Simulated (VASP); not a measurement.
A run of VASP 6.6.1 is set up as follows.

File POSCAR:

```
ZrS2
1.0
    3.7478870667      0.0000000000      0.0000000000
   -1.8739435333      3.2457654103      0.0000000000
    0.0000000000      0.0000000000      5.9739933996
Zr S
1 2
Direct
    0.0000000000      0.0000000000      0.0000000000
    0.3333333333      0.6666666667      0.2363139764
    0.6666666667      0.3333333333      0.7636860236
```

Contents of INCAR.step1:

```
SYSTEM = ZrS2
PREC = Accurate
ENCUT = 400
EDIFF = 1E-5
ISMEAR = 0
SIGMA = 0.01
LREAL = .FALSE.
LASPH = .TRUE.
NELM = 120
ALGO = Normal
ISIF = 2
LWAVE = .TRUE.
NBANDS = 19
GGA = PE
GGA_COMPAT = .FALSE.
```

Contents of INCAR.step2:

```
SYSTEM = ZrS2
PREC = Accurate
ENCUT = 400
EDIFF = 1E-6
ISMEAR = 0
SIGMA = 0.01
LREAL = .FALSE.
LASPH = .TRUE.
NELM = 120
ALGO = Normal
ISIF = 2
LWAVE = .FALSE.
LCHARG = .TRUE.
GGA = PE
LHFCALC = .TRUE.
HFSCREEN = 0.2079
PRECFOCK = Normal
LELF = .TRUE.
LVHAR = .TRUE.
NBANDS = 19
ISTART = 1
GGA_COMPAT = .FALSE.
```

The input KPOINTS:

```
Automatic mesh
0
G
  6 6 4
  0 0 0
```

Potentials or basis: VASP PAW PBE potentials, release 64 (Zr_sv, S).

Command:

```sh
$ cat potpaw_PBE.64/Zr_sv/POTCAR potpaw_PBE.64/S/POTCAR > POTCAR
$ cp INCAR.step1 INCAR
$ mpirun -np 1 vasp_std > vasp.out
$ cp INCAR.step2 INCAR
$ mpirun -np 1 vasp_std > vasp.out
```

(1) Predict the band gap on the k mesh.

(2) Estimate the largest force.

Answers

(1) 1.92 eV (least direct gap 2.40 eV).

(2) 0.181 eV/Å.

Caveat: the cell differs from its parent crystal (strain +2.0%); the PAW data sets were made with another functional, which shifts forces and pressure a little.
